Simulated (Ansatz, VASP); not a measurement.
## AlB2As3: VASP beside Ansatz

```xyz
6
Lattice="3.8297 0.0000 0.0000 0.0000 3.8297 0.0000 0.0000 0.0000 7.8792" Properties=species:S:1:pos:R:3 pbc="T T T"
Al    0.0000    0.0000    3.9396
B     0.0000    0.0000    5.9623
B     0.0000    0.0000    1.9169
As    0.0000    0.0000    0.0000
As    1.9148    1.9148    3.9396
As    1.9148    1.9148    0.0000
```

Alike in both runs: functional PBE; k mesh 4 × 4 × 2; occupations gaussian, width 0.1 eV; no spin polarisation.

Ansatz relaxed the structure, and its values are those at the end. VASP's run is a single point on that final structure, the one shown.

|  | VASP | Ansatz |
| --- | --- | --- |
| version | VASP 6.6.1 | Ansatz 0.2.0 |
| potentials or method | VASP PAW PBE potentials, release 64 (Al, B, As), cutoff 520 eV | scalar-relativistic, plane waves, PAW |
| valence electrons in the cell | 24 | 54 |

```tsv
	VASP	Ansatz	Ansatz less VASP
gap on the k mesh at the Fermi level (eV)	none	none	-
pressure (GPa)	0.2	0.0	-0.19
rms of the force components (eV/Å)	0.030	0.000	-0.0296
```

A gap of «none» marks a metal or a gap that the smearing closes. VASP's potentials hold 24 valence electrons a cell and Ansatz's 54, so a difference there can come from the potentials and not from the codes.

The k mesh is coarse, so the values compare programs but aren't converged.
